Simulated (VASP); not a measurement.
Here is a VASP 6.6.1 calculation.

The input POSCAR:

```
TiO2
1.0
    4.5030137539      0.0000000000      0.0000000000
    0.0000000000      4.5030137539      0.0000000000
    0.0000000000      0.0000000000      2.8931990959
Ti O
2 4
Direct
    0.0000000000      0.0000000000      0.0000000000
    0.5000000000      0.5000000000      0.5000000000
    0.3046432207      0.3046432207      0.0000000000
    0.1953567793      0.8046432207      0.5000000000
    0.8046432207      0.1953567793      0.5000000000
    0.6953567793      0.6953567793      0.0000000000
```

Contents of INCAR.step1:

```
PREC = Accurate ; ENCUT = 520
ISMEAR = 0 ; SIGMA = 0.01
LREAL = F ; LASPH = T
NELM = 80 ; NBANDS = 33
GGA = PE ; ALGO = Normal
EDIFF = 1E-4 ; LWAVE = T
LCHARG = F
```

INCAR.step2

```
PREC = Accurate ; ENCUT = 520
EDIFF = 1E-7 ; ISMEAR = 0
SIGMA = 0.01 ; LREAL = F
LASPH = T ; NELM = 80
ALGO = Normal ; ISIF = 2
LWAVE = F ; LCHARG = T
METAGGA = R2SCAN ; LMIXTAU = T
LELF = T ; LVHAR = T
NBANDS = 33 ; ISTART = 1
```

Contents of KPOINTS:

```
Automatic mesh
0
Gamma
  4 4 8
```

Potentials or basis: VASP PAW PBE potentials, release 64 (Ti_sv, O).

Command:

```bash
$ cat potpaw_PBE.64/Ti_sv/POTCAR potpaw_PBE.64/O/POTCAR > POTCAR
$ cp INCAR.step1 INCAR
$ mpirun -np 1 vasp_std > vasp.out
$ cp INCAR.step2 INCAR
$ mpirun -np 1 vasp_std > vasp.out
```

Question: Estimate the largest force.

Answer: 0.382 eV/Å.

Question: What does it give for the band gap on the k mesh?

Answer: 2.40 eV.

Stress tensor (GPa, compression positive):
```
17.48  0.00  0.00
 0.00 17.48  0.00
 0.00  0.00 22.95
```

Caveat: the stress differs along the axes, from 17 to 23 GPa; the structure was generated, so it needn't be the stable form of TiO2; the PAW data sets were made with another functional, which shifts forces and pressure a little. A k mesh can miss the band edges.
